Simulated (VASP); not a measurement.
# Ni (I4/mmm) in VASP: notebook

Runs on Ni. Level: PBEsol. Tasks: single point.

Everything below comes from runs of VASP 6.6.1. Logs are shortened: lines on timing, memory, paths and dates and some standing lists are left out, and cuts for length are marked.

### 1 The cell of the first run

Symmetry: I4/mmm, No. 139, tetragonal system. Conventional cell: a = 3.093 Å, b = 3.093 Å, c = 2.186 Å, α = 90.00°, β = 90.00°, γ = 90.00°. Ni (site symmetry 4/mmm) has 10 Ni at 2.19 to 2.44 Å within 2.9 Å.

### 2 Single point, PBEsol, collinear spin, ferromagnetic start

INCAR reads:

```
ALGO = Normal ; EDIFF = 1E-6
ENCUT = 520 ; GGA = PS
ISIF = 2 ; ISMEAR = 0
ISPIN = 2 ; LASPH = True
LCHARG = False ; LMAXMIX = 4
LORBIT = 11 ; LREAL = False
LWAVE = False ; MAGMOM = 0.6
NBANDS = 15 ; NELM = 150
PREC = Accurate ; SIGMA = 0.15
```

KPOINTS reads:

```
k-points
0
Gamma
  34 34 34
```

POSCAR reads:

```
Ni
1.0
   -1.5463117200      1.5463117200      1.0932423860
    1.5463117200     -1.5463117200      1.0932423860
    1.5463117200      1.5463117200     -1.0932423860
Ni
1
Direct
    0.0000000000      0.0000000000      0.0000000000
```

Potentials or basis: VASP PAW PBE potentials, release 64 (Ni).

The run is started by

```sh
cat potpaw_PBE.64/Ni/POTCAR > POTCAR
mpirun -np 1 vasp_std > vasp.out
```

OUTCAR:

```text
EDIFF = 1E-6
   ENCUT = 520
   GGA = PS
   ISIF = 2
   ISMEAR = 0
   ISPIN = 2
   LASPH = True
   LORBIT = 11
   LREAL = False
   NELM = 150
   PREC = Accurate

 ion  position               nearest neighbor table
   1  0.000  0.000  0.000-

  LATTYP: Found a body centered tetragonal cell.
 ALAT       =     3.0926234400
 C/A-ratio  =     0.7070000000

  Lattice vectors:

 A1 = (  -1.5463117200,   1.5463117200,   1.0932423860)
 A2 = (   1.5463117200,  -1.5463117200,   1.0932423860)
 A3 = (   1.5463117200,   1.5463117200,  -1.0932423860)

Analysis of symmetry for initial positions (statically):
=====================================================================
 Subroutine PRICEL returns:
 Original cell was already a primitive cell.

 Routine SETGRP: Setting up the symmetry group for a
 body centered tetragonal supercell.

 Subroutine GETGRP returns: Found 16 space group operations
 (whereof 16 operations were pure point group operations)
 out of a pool of 16 trial point group operations.

The static configuration has the point symmetry D_4h.

Analysis of symmetry for dynamics (positions and initial velocities):
=====================================================================
 Subroutine PRICEL returns:
 Original cell was already a primitive cell.

 Routine SETGRP: Setting up the symmetry group for a
 body centered tetragonal supercell.

 Subroutine GETGRP returns: Found 16 space group operations
 (whereof 16 operations were pure point group operations)
 out of a pool of 16 trial point group operations.

The dynamic configuration has the point symmetry D_4h.

Analysis of structural, dynamic, and magnetic symmetry:
=====================================================================
 Subroutine PRICEL returns:
 Original cell was already a primitive cell.

 Routine SETGRP: Setting up the symmetry group for a
 body centered tetragonal supercell.

 Subroutine GETGRP returns: Found 16 space group operations
 (whereof 16 operations were pure point group operations)
 out of a pool of 16 trial point group operations.

The overall configuration has the point symmetry D_4h.

 Subroutine INISYM returns: Found 16 space group operations
 (whereof 16 operations are pure point group operations),
 and found     1 'primitive' translations

----------------------------------------------------------------------------------------

                                     Primitive cell

  volume of cell :      10.4561

  direct lattice vectors                    reciprocal lattice vectors
    -1.546311720  1.546311720  1.093242386     0.000000000  0.323350068  0.457355118
     1.546311720 -1.546311720  1.093242386     0.323350068  0.000000000  0.457355118
     1.546311720  1.546311720 -1.093242386     0.323350068  0.323350068  0.000000000

  length of vectors
     2.444859666  2.444859666  2.444859666     0.560115140  0.560115140  0.457286052

  position of ions in fractional coordinates (direct lattice)
     0.000000000  0.000000000  0.000000000

  ion indices of the primitive-cell ions
   primitive index   ion index
                 1           1

----------------------------------------------------------------------------------------

 KPOINTS: k-points

Automatic generation of k-mesh.
 Grid dimensions read from file:
 generate k-points for:   34   34   34

 Generating k-lattice:

  Cartesian coordinates                     Fractional coordinates (reciprocal lattice)
     0.000000000  0.009510296  0.013451621     0.029411765  0.000000000  0.000000000
     0.009510296  0.000000000  0.013451621     0.000000000  0.029411765  0.000000000
     0.009510296  0.009510296  0.000000000     0.000000000  0.000000000  0.029411765

  Length of vectors
     0.016473975  0.016473975  0.013449590

  Shift w.r.t. Gamma in fractional coordinates (k-lattice)
     0.000000000  0.000000000  0.000000000

 Subroutine IBZKPT returns following result:
 ===========================================

 Found   2844 irreducible k-points:

 Following reciprocal coordinates:
            Coordinates               Weight
  0.000000  0.000000  0.000000      1.000000
  0.029412 -0.000000  0.000000      8.000000
  0.058824 -0.000000  0.000000      8.000000
  0.088235  0.000000 -0.000000      8.000000
  0.117647 -0.000000  0.000000      8.000000
  0.147059  0.000000 -0.000000      8.000000
[... 16 lines left out ...]
  0.147059  0.029412  0.000000     16.000000
  0.176471  0.029412 -0.000000     16.000000
 [... further k-points ...]
   k-points           NKPTS =   2844   k-points in BZ     NKDIM =   2844   number of bands    NBANDS=     15
   number of dos      NEDOS =    301   number of ions     NIONS =      1
   total plane-waves  NPLWV =   5832
   dimension x,y,z NGX =    18 NGY =   18 NGZ =   18
   dimension x,y,z NGXF=    36 NGYF=   36 NGZF=   36
   ions per type =               1
   NGX,Y,Z   is equivalent  to a cutoff of  12.24, 12.24, 12.24 a.u.
   NGXF,Y,Z  is equivalent  to a cutoff of  24.48, 24.48, 24.48 a.u.
 SYSTEM =  unknown system
   PREC   = accura    normal or accurate (medium, high low for compatibility)
   ISTART =      0    job   : 0-new  1-cont  2-samecut
   ICHARG =      2    charge: 1-file 2-atom 10-const
   ISPIN  =      2    spin polarized calculation?
   LNONCOLLINEAR =      F non collinear calculations
   LSORBIT =      F    spin-orbit coupling
   LASPH  =      T    aspherical Exc in radial PAW
   ENCUT  =  520.0 eV  38.22 Ry    6.18 a.u.   4.55  4.55  4.55*2*pi/ulx,y,z
   NELM   =    150;   NELMIN=  2; NELMDL= -5     # of ELM steps
   EDIFF  = 0.1E-05   stopping-criterion for ELM
   LREAL  =      F    real-space projection
   EDIFFG = 0.1E-04   stopping-criterion for IOM
   NSW    =      0    number of steps for IOM
   IBRION =     -1    ionic relax: 0-MD 1-quasi-New 2-CG
   NFREE  =      0    steps in history (QN), initial steepest desc. (CG)
   ISIF   =      2    stress and relaxation
   ISYM   =      2    0-nonsym 1-usesym 2-fastsym
   POTIM  = 0.5000    time-step for ionic-motion
   TEBEG  =    0.0;   TEEND  =   0.0 temperature during run
   PSTRESS=    0.0 pullay stress
   NELECT =      10.0000    total number of electrons
   NUPDOWN=      -1.0000    fix difference up-down
   EMIN   =  10.00;   EMAX   =-10.00  energy-range for DOS
   EFERMI =   0.00;   METHOD = LEGACY
   ISMEAR =     0;   SIGMA  =   0.15  broadening in eV -4-tet -1-fermi 0-gaus
   EFERMI_NEDOS =   21; number of points for ismear=-14 and -15
   IALGO  =     38    algorithm
   IMIX   =      4    mixing-type and parameters
     AMIX     =   0.40;   BMIX     =  1.00
     AMIX_MAG =   1.60;   BMIX_MAG =  1.00
  volume/ion in A,a.u.               =      10.46        70.56
  Fermi-wavevector in a.u.,A,eV,Ry     =   1.612939  3.048013 35.396545  2.601573
  Thomas-Fermi vector in A             =   2.708089
   LORBIT       =     11    0 simple, 1 ext, 2 COOP (PROOUT), +10 PAW based schemes
   GGA     = PS    functional components
   LHFCALC =     F    Hartree Fock is set to
   AEXX    =    0.0000 exact exchange contribution
   IVDW    =     0    specifies the selected vdW correction
   LEPSILON=     F    determine dielectric tensor
   LRPA    =     F    only Hartree local field effects (RPA)
 spin polarized calculation
 Gauss-broadening in eV      SIGMA  =   0.15
  energy-cutoff  :      520.00
  volume of cell :       10.46
 maximum number of plane-waves:       292
   NGX =  9   NGY =  9   NGZ =  9

 number of electron      10.0000000 magnetization       0.4877594

 number of electron       9.9999999 magnetization       0.5932939

 Free energy of the ion-electron system (eV)
  ---------------------------------------------------
  ext. energy  EPLUGINS =         0.00000000
  ---------------------------------------------------
  free energy    TOTEN  =        -5.83577537 eV

  energy without entropy =       -5.82258792  energy(sigma->0) =       -5.82918165

 E-fermi :   9.6839     XC(G=0): -13.6323

 val. band max:        9.6835758478   @ k =  -0.4118   0.1765   0.1176
 cond. band min:       9.6844261139   @ k =  -0.3824   0.4412   0.3235
 fundamental gap:      0.0008502662
 Fermi energy:         9.6838761467

 spin component 1

 k-point     1 :       0.0000    0.0000    0.0000
  band No.  band energies     occupation
      1       0.4571      1.00000
      2       6.2083      1.00000
      3       6.5801      1.00000
      4       8.3020      1.00000
      5       8.3020      1.00000
      6       9.2806      0.99993
      7      31.1196      0.00000
      8      31.1196      0.00000
      9      35.8773      0.00000
     10      38.0375      0.00000
     11      44.9700      0.00000
     12      44.9700      0.00000
     13      45.3011      0.00000
     14      48.0494      0.00000
[... 401 lines left out ...]
      2       6.4880      1.00000
      3       7.2609      1.00000
      4       7.8504      1.00000
      5       8.0249      1.00000
      6       9.0227      1.00000
      7      29.4306      0.00000
      8      30.9534      0.00000
      9      33.1285      0.00000
     10      36.8921      0.00000
     11      39.4522      0.00000
     12      40.2756      0.00000
     13      41.2705      0.00000
     14      49.2338      0.00000
     15      53.2057      0.00000

 [... further k-points ...]

 Fermi energy:         9.6838761467

 spin component 2

 k-point     1 :       0.0000    0.0000    0.0000
  band No.  band energies     occupation
      1       0.4579      1.00000
      2       6.8963      1.00000
      3       7.2263      1.00000
      4       8.9913      1.00000
      5       8.9913      1.00000
      6       9.7524      0.25925
      7      31.1066      0.00000
      8      31.1066      0.00000
      9      36.0885      0.00000
     10      38.1320      0.00000
     11      45.0035      0.00000
     12      45.0035      0.00000
     13      45.2281      0.00000
     14      47.9412      0.00000
[... 401 lines left out ...]
      2       7.1640      1.00000
      3       7.8934      1.00000
      4       8.5225      1.00000
      5       8.7068      1.00000
      6       9.4915      0.96515
      7      29.5297      0.00000
      8      31.0312      0.00000
      9      33.1647      0.00000
     10      36.9605      0.00000
     11      39.5313      0.00000
     12      40.3369      0.00000
     13      41.3429      0.00000
     14      49.5417      0.00000
     15      53.2899      0.00000

 [... further k-points ...]

------------------------ aborting loop because EDIFF is reached ----------------------------------------

  FORCE on cell =-STRESS in cart. coord.  units (eV):
  Direction    XX          YY          ZZ          XY          YZ          ZX
  --------------------------------------------------------------------------------------
  -------------------------------------------------------------------------------------
  Total       -0.6086955     -0.6086955      3.4173110      0.0000000      0.0000000      0.0000000
  in kB      -93.2696021    -93.2696021    523.6300258      0.0000000      0.0000000      0.0000000
  external PRESSURE =     112.3636072 kB  Pullay stress =       0.0000000 kB

 VOLUME and BASIS-vectors are now :
 -----------------------------------------------------------------------------
  energy-cutoff  :      520.00
  volume of cell :       10.46
      direct lattice vectors                 reciprocal lattice vectors
    -1.546311720  1.546311720  1.093242386     0.000000000  0.323350068  0.457355118
     1.546311720 -1.546311720  1.093242386     0.323350068  0.000000000  0.457355118
     1.546311720  1.546311720 -1.093242386     0.323350068  0.323350068  0.000000000

 POSITION                                       TOTAL-FORCE (eV/Angst)
 -----------------------------------------------------------------------------------
      0.00000      0.00000      0.00000         0.000000     -0.000000     -0.000000
 -----------------------------------------------------------------------------------
    total drift:                                0.000000     -0.000000      0.000000

  FREE ENERGIE OF THE ION-ELECTRON SYSTEM (eV)
  ---------------------------------------------------
  free  energy   TOTEN  =        -5.8357753725 eV

  energy  without entropy=       -5.8225879230  energy(sigma->0) =       -5.82918165

 total charge

# of ion       s       p       d       tot
------------------------------------------
    1        0.544   0.551   8.375   9.469

 magnetization (x)

# of ion       s       p       d       tot
------------------------------------------
    1       -0.006  -0.021   0.622   0.594
```

It took 8.6 min on 1 thread of Oxide Virtual Turin-like, shared host; peak memory 0.66 GiB.

What came out:

```
Free energy                                           : -5.8358 eV
Pressure                                              : 11.2 GPa
Net moment                                            : 0.59 μB per cell
Site moments                                          : Ni +0.59 μB
Valence electrons inside the program's atomic spheres : Ni 9.47
```

Caveat: the stress differs along the axes, from -9 to 52 GPa; the PAW data sets were made with another functional, which shifts forces and pressure a little.

### 3 Single point, PBEsol, collinear spin, ferromagnetic start

INCAR reads:

```
SYSTEM = Ni
PREC = Accurate ; ENCUT = 520
EDIFF = 1E-7 ; ISMEAR = 0
SIGMA = 0.15 ; LREAL = .FALSE.
LASPH = .TRUE. ; NELM = 150
ALGO = Normal ; ISIF = 2
LWAVE = .FALSE. ; LCHARG = .FALSE.
ISPIN = 2 ; MAGMOM = 0.6
LORBIT = 11 ; LMAXMIX = 4
GGA = PS ; NBANDS = 15
```

KPOINTS reads:

```
regular mesh
0
G
  34 34 34
  0 0 0
```

POSCAR reads:

```
Ni
1.0
   -1.4964836787      1.4964836787      1.1672572694
    1.4964836787     -1.4964836787      1.1672572694
    1.4964836787      1.4964836787     -1.1672572694
Ni
1
Direct
    0.0000000000      0.0000000000      0.0000000000
```

Potentials or basis: VASP PAW PBE potentials, release 64 (Ni).

The run is started by

```sh
cat potpaw_PBE.64/Ni/POTCAR > POTCAR
mpirun -np 1 vasp_std > vasp.out
```

Wall time 19 min (1 thread of Oxide Virtual Turin-like, shared host); peak memory 0.67 GiB.

Results (log left out):

```
Free energy                                           : -6.0128 eV
Pressure                                              : 3.7 GPa
Net moment                                            : 0.58 μB per cell
Site moments                                          : Ni +0.59 μB
Valence electrons inside the program's atomic spheres : Ni 9.42
```

Stress tensor (GPa, compression positive):
```
-4.17  0.00  0.00
 0.00 -4.17  0.00
 0.00  0.00 19.34
```

Levels at points of the mesh, in eV from the Fermi level:
Spin up:
| k point | band 1 | band 2 | band 3 | band 4 | band 5 | band 6 | band 7 | band 8 | band 9 | band 10 |
| --- | --- | --- | --- | --- | --- | --- | --- | --- | --- | --- |
| (0.00, 0.00, 0.00) | -9.23 | -3.22 | -2.37 | -1.76 | -1.76 | -0.43 | 23.27 | 23.27 | 28.17 | 29.47 |
| (0.50, 0.00, 0.00) | -4.86 | -3.85 | -1.08 | -0.29 | -0.27 | 1.21 | 8.10 | 17.88 | 18.45 | 22.83 |
| (0.50, 0.50, 0.00) | -5.12 | -2.34 | -2.19 | -1.10 | -1.07 | -0.23 | 4.95 | 24.37 | 27.16 | 29.66 |
| (0.50, 0.50, 0.50) | -4.65 | -4.54 | -0.38 | -0.38 | -0.12 | 6.83 | 6.83 | 13.57 | 14.86 | 17.94 |
Spin down:
```csv
k point,band 3,band 4,band 5,band 6,band 7,band 8
"(0.00, 0.00, 0.00)",-1.70,-1.11,-1.11,0.05,23.23,23.23
"(0.50, 0.00, 0.00)",-0.60,0.46,0.53,1.19,8.41,17.86
"(0.50, 0.50, 0.00)",-1.56,-1.13,-0.62,0.49,5.42,24.28
"(0.50, 0.50, 0.50)",0.33,0.33,0.74,6.85,6.85,13.70
```

Caveat: the stress differs along the axes, from -4 to 19 GPa; the PAW data sets were made with another functional, which shifts forces and pressure a little.
